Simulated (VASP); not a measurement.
Wanted: the native input for a VASP 6.6.1 run.

```yaml
Task: single point
Functional: PBEsol
Potentials_or_basis: VASP PAW PBE potentials, release 64 (Ir)
Cutoff: 520 eV
k_mesh: 12 × 12 × 12
Occupations: fermi-dirac, width 0.05 eV
Spin: no spin polarisation
Dipole_correction: no
Further_INCAR_settings: ALGO = Normal; EDIFF = 1e-07; NBANDS = 10
```

The structure of Ir lies in POSCAR:

```
Ir
1.0
    0.0000000000      1.9144106901      1.9144106901
    1.9144106901      0.0000000000      1.9144106901
    1.9144106901      1.9144106901      0.0000000000
Ir
1
Direct
    0.0000000000      0.0000000000      0.0000000000
```

One way to write it, as run:

INCAR

```
SYSTEM = Ir
ALGO = Normal
EDIFF = 1E-7
ENCUT = 520
GGA = PS
ISIF = 2
ISMEAR = -1
LASPH = .True.
LCHARG = .True.
LELF = .True.
LREAL = .False.
LVHAR = .True.
LWAVE = .False.
NBANDS = 10
NELM = 60
PREC = Accurate
SIGMA = 0.05
```

KPOINTS

```
k-points
0
Gamma
  12 12 12
  0 0 0
```

Potentials or basis: VASP PAW PBE potentials, release 64 (Ir).

Launch:

```sh
$ cat potpaw_PBE.64/Ir/POTCAR > POTCAR
$ mpirun -np 1 vasp_std > vasp.out
```

Results of the run:

```json
{"Pressure": "1.0 GPa"}
```

Caveat: the PAW data sets were made with another functional, which shifts forces and pressure a little.

Run time: 9.8 s on 1 thread of Intel(R) Xeon(R) Platinum 8488C (Sapphire Rapids) (shared host), peak memory 0.13 GiB.
